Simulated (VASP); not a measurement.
# Zn8O7: single point with PBE

Zn8O7:

```
Zn O
1.0
     6.50000    0.00000    0.00000
    -3.25000    5.62917    0.00000
     0.00000    0.00000    5.21000
Zn O
8 7
Direct
  0.16882 0.32817 0.98798
  0.33441 0.16662 0.50741
  0.16136 0.83019 0.99961
  0.34153 0.67195 0.49603
  0.66594 0.33366 0.99778
  0.82885 0.16364 0.50840
  0.65214 0.83284 0.99554
  0.83481 0.67274 0.49111
  0.16654 0.33540 0.38160
  0.32890 0.16666 0.87749
  0.32335 0.66439 0.87664
  0.67006 0.33793 0.38755
  0.83705 0.17313 0.88818
  0.66394 0.82979 0.38787
  0.82727 0.66934 0.88235
```

```yaml
Program: VASP 6.6.1
Task: single point
Functional: PBE
Potentials_or_basis: VASP PAW PBE potentials, release 64 (Zn, O)
Cutoff: 520 eV
k_mesh: 1 × 1 × 1
Occupations: fermi-dirac, width 0.01 eV
Spin: no spin polarisation
Dipole_correction: no
Further_INCAR_settings: LREAL = Auto; ALGO = Normal; EDIFF = 1e-06; NBANDS = 82
```

The pressure is 3.3 GPa. The largest force is 1.302 eV/Å and the band gap on the k mesh is 3.05 eV.

Forces in eV/Å, atoms in the order of the input:
```
Zn  -0.586  0.399  0.830
Zn  -0.187 -0.359 -0.923
Zn  -0.277  0.059  0.796
Zn  -1.240 -0.373 -0.142
Zn  -0.011  0.152  0.303
Zn   0.299  0.382 -0.131
Zn   0.538  0.266  0.250
Zn   0.849  0.036  0.231
O    0.251 -0.061 -0.056
O    0.805 -0.924  0.116
O   -0.276  0.373 -0.202
O   -0.290 -0.108 -0.190
O   -0.317 -0.583 -0.047
O    0.042  0.437 -0.516
O    0.402  0.305 -0.319
```

Stress tensor (GPa, compression positive):
```
 7.63 -0.40 -0.24
-0.40  5.85  0.27
-0.24  0.27 -3.62
```

Levels at points of the mesh, in eV from the valence-band top:
```
           k point  band 65  band 66  band 67  band 68  band 69  band 70  band 71  band 72  band 73  band 74
(0.00, 0.00, 0.00)    -0.71    -0.64    -0.24    -0.03     0.00     3.05     4.69     4.73     4.89     5.56
```

It took 27 s on 1 thread of AMD EPYC 9R45 96-Core Processor (Zen 5), with other jobs on the host, peak memory 0.24 GiB.

Caveat: the k points lie up to 1.21 Å⁻¹ apart; forces of over 1 eV/Å act on the atoms, so gaps and moduli don't describe the material at rest. A k mesh can miss the band edges.
